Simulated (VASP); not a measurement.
# SrO (Fm-3m) in VASP: further runs, part 3 of 3

VASP 6.6.1. The steps go on from the part before.

## Step 5: Single point, PBE-based global hybrid

File POSCAR:

```
SrO
1.0
    0.0000000000      2.5798927166      2.5798927166
    2.5798927166      0.0000000000      2.5798927166
    2.5798927166      2.5798927166      0.0000000000
Sr O
1 1
Direct
    0.5000000000      0.5000000000      0.5000000000
    0.0000000000      0.0000000000      0.0000000000
```

File INCAR.step1:

```
ALGO = Normal
EDIFF = 1E-5
ENCUT = 520
GGA = PE
ISIF = 2
ISMEAR = 0
LASPH = True
LCHARG = False
LREAL = False
LWAVE = True
NBANDS = 15
NELM = 100
PREC = Accurate
SIGMA = 0.01
```

File INCAR.step2:

```
AEXX = 0.4
ALGO = Normal
EDIFF = 1E-6
ENCUT = 520
GGA = PE
ISIF = 2
ISMEAR = 0
ISTART = 1
LASPH = True
LCHARG = False
LHFCALC = True
LREAL = False
LWAVE = False
NBANDS = 15
NELM = 100
PREC = Accurate
PRECFOCK = Normal
SIGMA = 0.01
```

File KPOINTS:

```
k-points
0
Gamma
  4 4 4
```

Potentials or basis: VASP PAW PBE potentials, release 64 (Sr_sv, O).

The run is started by

```sh
$ cat potpaw_PBE.64/Sr_sv/POTCAR potpaw_PBE.64/O/POTCAR > POTCAR
$ cp INCAR.step1 INCAR
$ mpirun -np 1 vasp_std > vasp.out
$ cp INCAR.step2 INCAR
$ mpirun -np 1 vasp_std > vasp.out
```

OUTCAR:

```text
AEXX = 0.4
   EDIFF = 1E-6
   ENCUT = 520
   GGA = PE
   ISIF = 2
   ISMEAR = 0
   ISTART = 1
   LASPH = True
   LHFCALC = True
   LREAL = False
   NELM = 100
   PREC = Accurate
   PRECFOCK = Normal

 ion  position               nearest neighbor table
   1  0.500  0.500  0.500-   2 2.58   2 2.58   2 2.58   2 2.58   2 2.58   2 2.58
   2  0.000  0.000  0.000-   1 2.58   1 2.58   1 2.58   1 2.58   1 2.58   1 2.58

  LATTYP: Found a face centered cubic cell.
 ALAT       =     5.1597854332

  Lattice vectors:

 A1 = (   0.0000000000,   2.5798927166,   2.5798927166)
 A2 = (   2.5798927166,   0.0000000000,   2.5798927166)
 A3 = (   2.5798927166,   2.5798927166,   0.0000000000)

Analysis of symmetry for initial positions (statically):
=====================================================================
 Subroutine PRICEL returns:
 Original cell was already a primitive cell.

 Routine SETGRP: Setting up the symmetry group for a
 face centered cubic supercell.

 Subroutine GETGRP returns: Found 48 space group operations
[... 9 lines left out ...]

 Routine SETGRP: Setting up the symmetry group for a
 face centered cubic supercell.

 Subroutine GETGRP returns: Found 48 space group operations
[... 11 lines left out ...]
                                     Primitive cell

  volume of cell :      34.3427

  direct lattice vectors                    reciprocal lattice vectors
     0.000000000  2.579892717  2.579892717    -0.193806509  0.193806509  0.193806509
     2.579892717  0.000000000  2.579892717     0.193806509 -0.193806509  0.193806509
     2.579892717  2.579892717  0.000000000     0.193806509  0.193806509 -0.193806509

  length of vectors
     3.648519269  3.648519269  3.648519269     0.335682720  0.335682720  0.335682720

  position of ions in fractional coordinates (direct lattice)
     0.500000000  0.500000000  0.500000000
     0.000000000  0.000000000  0.000000000

  ion indices of the primitive-cell ions
   primitive index   ion index
                 1           1
                 2           2

----------------------------------------------------------------------------------------

 KPOINTS: k-points

Automatic generation of k-mesh.
 Grid dimensions read from file:
 generate k-points for:    4    4    4

 Generating k-lattice:

  Cartesian coordinates                     Fractional coordinates (reciprocal lattice)
    -0.048451627  0.048451627  0.048451627     0.250000000  0.000000000  0.000000000
     0.048451627 -0.048451627  0.048451627     0.000000000  0.250000000  0.000000000
     0.048451627  0.048451627 -0.048451627     0.000000000  0.000000000  0.250000000

  Length of vectors
     0.083920680  0.083920680  0.083920680

  Shift w.r.t. Gamma in fractional coordinates (k-lattice)
     0.000000000  0.000000000  0.000000000

 Subroutine IBZKPT returns following result:
 ===========================================

 Found      8 irreducible k-points:

 Following reciprocal coordinates:
            Coordinates               Weight
  0.000000  0.000000  0.000000      1.000000
  0.250000  0.000000  0.000000      8.000000
  0.500000  0.000000  0.000000      4.000000
  0.250000  0.250000  0.000000      6.000000
  0.500000  0.250000  0.000000     24.000000
 -0.250000  0.250000  0.000000     12.000000
  0.500000  0.500000  0.000000      3.000000
 -0.250000  0.500000  0.250000      6.000000
   k-points           NKPTS =      8   k-points in BZ     NKDIM =     64   number of bands    NBANDS=     15
   number of dos      NEDOS =    301   number of ions     NIONS =      2
   total plane-waves  NPLWV =  21952
   dimension x,y,z NGX =    28 NGY =   28 NGZ =   28
   dimension x,y,z NGXF=    56 NGYF=   56 NGZF=   56
   ions per type =               1   1
   NGX,Y,Z   is equivalent  to a cutoff of  12.76, 12.76, 12.76 a.u.
   NGXF,Y,Z  is equivalent  to a cutoff of  25.52, 25.52, 25.52 a.u.
 SYSTEM =  unknown system
   PREC   = accura    normal or accurate (medium, high low for compatibility)
   ISTART =      1    job   : 0-new  1-cont  2-samecut
   ICHARG =      0    charge: 1-file 2-atom 10-const
   ISPIN  =      1    spin polarized calculation?
   LNONCOLLINEAR =      F non collinear calculations
   LSORBIT =      F    spin-orbit coupling
   LASPH  =      T    aspherical Exc in radial PAW
   ENCUT  =  520.0 eV  38.22 Ry    6.18 a.u.   6.78  6.78  6.78*2*pi/ulx,y,z
   NELM   =    100;   NELMIN=  2; NELMDL=  0     # of ELM steps
   EDIFF  = 0.1E-05   stopping-criterion for ELM
   LREAL  =      F    real-space projection
   EDIFFG = 0.1E-04   stopping-criterion for IOM
   NSW    =      0    number of steps for IOM
   IBRION =     -1    ionic relax: 0-MD 1-quasi-New 2-CG
   NFREE  =      0    steps in history (QN), initial steepest desc. (CG)
   ISIF   =      2    stress and relaxation
   ISYM   =      3    0-nonsym 1-usesym 2-fastsym
   POTIM  = 0.5000    time-step for ionic-motion
   TEBEG  =    0.0;   TEEND  =   0.0 temperature during run
   PSTRESS=    0.0 pullay stress
   NELECT =      16.0000    total number of electrons
   NUPDOWN=      -1.0000    fix difference up-down
   EMIN   =  10.00;   EMAX   =-10.00  energy-range for DOS
   EFERMI =   0.00;   METHOD = LEGACY
   ISMEAR =     0;   SIGMA  =   0.01  broadening in eV -4-tet -1-fermi 0-gaus
   EFERMI_NEDOS =   21; number of points for ismear=-14 and -15
   IALGO  =     38    algorithm
   IMIX   =      1    mixing-type and parameters
     AMIX     =   0.40;   BMIX     =  1.00
     AMIX_MAG =   1.60;   BMIX_MAG =  1.00
  volume/ion in A,a.u.               =      17.17       115.88
  Fermi-wavevector in a.u.,A,eV,Ry     =   1.269121  2.398292 21.914485  1.610669
  Thomas-Fermi vector in A             =   2.402180
   LORBIT       =      0    0 simple, 1 ext, 2 COOP (PROOUT), +10 PAW based schemes
   GGA     = PE    functional components
   LHFCALC =     T    Hartree Fock is set to
   PRECFOCK=normal    Normal, Fast or Accurate (Low or Medium for compatibility)
   ENCUT4O =  -1.0   cutoff for four orbital integrals eV
   NKREDX  =     1    reduce k-point grid by
   NKREDY  =     1    reduce k-point grid by
   NKREDZ  =     1    reduce k-point grid by
   AEXX    =    0.4000 exact exchange contribution
   HFSCREEN=    0.0000 screening length (either q_TF or 0.3 A-1)
   HFSCREENC=   0.0000 screening length for correlation (either q_TF or 0.3 A-1)
   ENCUTFOCK=  -1.0 apply spherical cutoff to Coloumb kernel
   IVDW    =     0    specifies the selected vdW correction
   LEPSILON=     F    determine dielectric tensor
   LRPA    =     F    only Hartree local field effects (RPA)
 non-spin polarized calculation
 Gauss-broadening in eV      SIGMA  =   0.01
  energy-cutoff  :      520.00
  volume of cell :       34.34
 maximum number of plane-waves:       941
  NGX = 24; NGY = 24; NGZ = 24

 number of electron      15.9999998 magnetization

 Free energy of the ion-electron system (eV)
  ---------------------------------------------------
  ext. energy  EPLUGINS =         0.00000000
  ---------------------------------------------------
  free energy    TOTEN  =       -16.48382710 eV

  energy without entropy =      -16.48382710  energy(sigma->0) =      -16.48382710

 E-fermi :  -0.6306     XC(G=0):  -6.5723

 val. band max:       -0.7813146219   @ k =   0.0000   0.0000   0.0000
 cond. band min:       6.1165422195   @ k =   0.5000   0.5000   0.0000
 fundamental gap:      6.8978568413
 Fermi energy:        -0.6305813361

 k-point     1 :       0.0000    0.0000    0.0000
  band No.  band energies     occupation
      1     -36.2901      2.00000
      2     -18.2151      2.00000
      3     -15.8624      2.00000
      4     -15.8624      2.00000
      5     -15.8624      2.00000
      6      -0.7813      2.00000
      7      -0.7813      2.00000
      8      -0.7813      2.00000
      9       6.7397      0.00000
     10       9.3602      0.00000
     11       9.3602      0.00000
     12       9.3602      0.00000
     13      11.6574      0.00000
     14      11.6574      0.00000
     15      15.5990      0.00000
[... 109 lines left out ...]
 k-point     8 :      -0.2500    0.5000    0.2500
  band No.  band energies     occupation
      1     -36.0973      2.00000
      2     -18.6653      2.00000
      3     -16.5838      2.00000
      4     -16.5838      2.00000
      5     -15.4888      2.00000
      6      -2.0170      2.00000
      7      -1.2744      2.00000
      8      -1.2744      2.00000
      9       9.0672      0.00000
     10       9.0672      0.00000
     11      11.9660      0.00000
     12      14.7417      0.00000
     13      15.0095      0.00000
     14      16.1615      0.00000
     15      18.1527      0.00000

------------------------ aborting loop because EDIFF is reached ----------------------------------------

  FORCE on cell =-STRESS in cart. coord.  units (eV):
  Direction    XX          YY          ZZ          XY          YZ          ZX
  --------------------------------------------------------------------------------------
  -------------------------------------------------------------------------------------
  Total       -0.2897700     -0.2897700     -0.2897700      0.0000000      0.0000000     -0.0000000
  in kB      -13.5185153    -13.5185153    -13.5185153      0.0000000      0.0000000     -0.0000000
  external PRESSURE =     -13.5185153 kB  Pullay stress =       0.0000000 kB

 VOLUME and BASIS-vectors are now :
 -----------------------------------------------------------------------------
  energy-cutoff  :      520.00
  volume of cell :       34.34
      direct lattice vectors                 reciprocal lattice vectors
     0.000000000  2.579892717  2.579892717    -0.193806509  0.193806509  0.193806509
     2.579892717  0.000000000  2.579892717     0.193806509 -0.193806509  0.193806509
     2.579892717  2.579892717  0.000000000     0.193806509  0.193806509 -0.193806509

 POSITION                                       TOTAL-FORCE (eV/Angst)
 -----------------------------------------------------------------------------------
      2.57989      2.57989      2.57989         0.000000      0.000000      0.000000
      0.00000      0.00000      0.00000        -0.000000     -0.000000     -0.000000
 -----------------------------------------------------------------------------------
    total drift:                                0.000000     -0.000000      0.000000

  FREE ENERGIE OF THE ION-ELECTRON SYSTEM (eV)
  ---------------------------------------------------
  free  energy   TOTEN  =       -16.4838271048 eV

  energy  without entropy=      -16.4838271048  energy(sigma->0) =      -16.48382710
```

Run time: 5 min. Hardware: 1 thread of AMD EPYC 9R45 (Zen 5), shared host; peak memory 0.14 GiB.

Results:

```
Free energy            : -16.4838 eV
Pressure               : -1.4 GPa
Band gap on the k mesh : 6.90 eV, indirect (least direct gap 7.02 eV)
```

Caveat: the k points lie up to 0.53 Å⁻¹ apart; the PAW data sets were made with another functional, which shifts forces and pressure a little.

## Step 6: Overview

```csv
level,share of exact exchange,screening parameter,gap on the mesh (eV),pressure (GPa)
PBE-based global hybrid,0.05,-,3.70,1.9
PBE-based screened hybrid,0.05,0.1 1/Å,3.63,1.9
PBE-based screened hybrid,0.3,0.3 1/Å,4.75,-0.1
PBE-based global hybrid,0.4,-,6.90,-1.4
```

Alike in all rows: task single point; potentials or basis VASP PAW PBE potentials, release 64 (Sr_sv, O); no spin polarisation; cell as given; k mesh 4 × 4 × 4; cutoff (eV) 520; smearing gaussian 0.01 eV.

Caveats: all runs use coarse meshes; the PAW data sets were made with another functional, which shifts forces and pressure a little.

Total energies depend on the potentials used, so only differences within one code and one set of settings carry meaning.
